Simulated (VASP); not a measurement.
Write the native input for VASP 6.6.1 that does the following.

```
Task                   : single point
Functional             : LDA
Potentials or basis    : VASP PAW LDA potentials, release 64 (O)
Cutoff                 : 520 eV
k mesh                 : 18 × 18 × 18
Occupations            : fermi-dirac, width 0.08 eV
Spin                   : no spin polarisation
Dipole correction      : no
Further INCAR settings : ALGO = Normal; EDIFF = 1e-06; NBANDS = 9
```

The structure of O lies in POSCAR:

```
O
1.0
    0.0000000000      1.5331299426      1.5331299426
    1.5331299426      0.0000000000      1.5331299426
    1.5331299426      1.5331299426      0.0000000000
O
1
Direct
    0.0000000000      0.0000000000      0.0000000000
```

The input as run:

INCAR

```
PREC = Accurate
ENCUT = 520
EDIFF = 1E-6
ISMEAR = -1
SIGMA = 0.08
LREAL = False
LASPH = True
NELM = 80
ALGO = Normal
ISIF = 2
LWAVE = False
LCHARG = False
NBANDS = 9
```

KPOINTS

```
regular mesh
0
Gamma
  18 18 18
```

Potentials or basis: VASP PAW LDA potentials, release 64 (O).

Run with:

```console
$ cat potpaw_LDA.64/O/POTCAR > POTCAR
$ mpirun -np 1 vasp_std > vasp.out
```

It gave:

```yaml
Pressure: 0.0 GPa
Band_gap_on_the_k_mesh: zero (band 3 reaches 5.17 eV, above the bottom of band 4 at 1.19 eV)
```

Run time: 3.9 s on 1 thread of AMD EPYC 9R45 96-Core Processor (Zen 5), with other jobs on the host, peak memory 0.08 GiB.
